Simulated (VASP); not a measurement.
Crystal: PdPt2.

```
Pd Pt
1.0
     0.00000    2.94306    2.94306
     2.94306    0.00000    2.94306
     2.94306    2.94306    0.00000
Pd Pt
1 2
Cartesian
  0.0000 0.0000 0.0000
  1.4715 1.4715 1.4715
  4.4146 4.4146 4.4146
```

- Program: VASP 6.6.1
- Task: relaxation of cell and atoms
- Functional: PBE
- Potentials or basis: VASP PAW PBE potentials, release 64 (Pd, Pt)
- Cutoff: 600 eV
- k mesh: 6 × 6 × 6
- Occupations: gaussian, width 0.1 eV
- Spin: no spin polarisation

At the start: pressure 14.1 GPa; volume 16.99 Å³/atom.

Task: How do energy, volume and symmetry change on relaxing?

Result: Over 4 steps the energy falls by 51.5 meV/atom and the volume is 18.26 Å³/atom (+7.5 %); space group Fm-3m (No. 225, to 0.05 Å).

The path:
```tsv
step	energy change (eV)	largest force (eV/Å)	pressure (GPa)	volume (Å³)
1	0.0000	0.0000	14.08	50.98
2	0.2877	0.0000	-15.13	62.82
3	-0.1543	0.0000	-0.52	54.95
4	-0.1546	0.0000	-0.05	54.79
```

Final structure:
```yaml
crystal:
  lattice:
    - [0.00000, 3.01463, 3.01463]
    - [3.01463, 0.00000, 3.01463]
    - [3.01463, 3.01463, 0.00000]
  atoms:
    - { symbol: Pd, position: [0.00000, 0.00000, 0.00000] }
    - { symbol: Pt, position: [0.25000, 0.25000, 0.25000] }
    - { symbol: Pt, position: [0.75000, 0.75000, 0.75000] }
```
